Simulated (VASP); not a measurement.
WC (Qusongite):

```
CELL_PARAMETERS angstrom
2.94475 0.00000 0.00000
-1.47237 2.55023 0.00000
0.00000 0.00000 2.87393
ATOMIC_POSITIONS crystal
W 0.00000 0.00000 0.00000
C 0.66667 0.33333 0.50000
```

Base run:

- Program: VASP 6.6.1
- Functional: r2SCAN
- Potentials or basis: VASP PAW PBE potentials, release 64 (W_sv, C)
- Cutoff: 520 eV
- k mesh: 10 × 10 × 9
- Occupations: fermi-dirac, width 0.05 eV
- Spin: no spin polarisation

Its results: band gap on the k mesh zero (band 9 reaches 11.09 eV, above the bottom of band 10 at 9.93 eV); pressure -11.9 GPa.

Question: The run is repeated on the same cell with these changes: functional from r2SCAN to revPBE. What comes out?

Answer: Band gap on the k mesh zero (band 9 reaches 11.23 eV, above the bottom of band 10 at 10.10 eV); pressure -5.3 GPa.

Caveats: the PAW data sets were made with another functional, which shifts forces and pressure a little; spin-orbit coupling is left out, which moves the levels of the heavy elements.
